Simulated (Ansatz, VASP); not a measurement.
**One calculation of GaSb, two programs**

```
CELL_PARAMETERS angstrom
0.00000 2.86990 2.86990
2.86990 0.00000 2.86990
2.86990 2.86990 0.00000
ATOMIC_POSITIONS crystal
Ga 0.00000 0.00000 0.00000
Sb 0.50000 0.50000 0.50000
```

Alike in both runs: task single point; functional LDA; k mesh 12 × 12 × 12; occupations fermi-dirac, width 0.15 eV; no spin polarisation.

|  | VASP | Ansatz |
| --- | --- | --- |
| version | VASP 6.6.1 | Ansatz 0.2.0 |
| potentials or method | VASP PAW LDA potentials, release 64 (Ga_d, Sb), cutoff 500 eV | scalar-relativistic, plane waves, PAW |
| valence electrons in the cell | 18 | 28 |

Ansatz gave:

* gap on the k mesh at the Fermi level (eV): none
* pressure (GPa): -2.8

Q: What did VASP give for the same quantities?

A: gap on the k mesh at the Fermi level (eV): none; pressure (GPa): -2.7.

LDA's correlation is that of Perdew and Zunger in VASP and of Perdew and Wang (1992) in Ansatz. A gap of «none» marks a metal or a gap that the smearing closes. VASP's potentials hold 18 valence electrons a cell and Ansatz's 28, so a difference there can come from the potentials and not from the codes.

Spin-orbit coupling is off throughout.
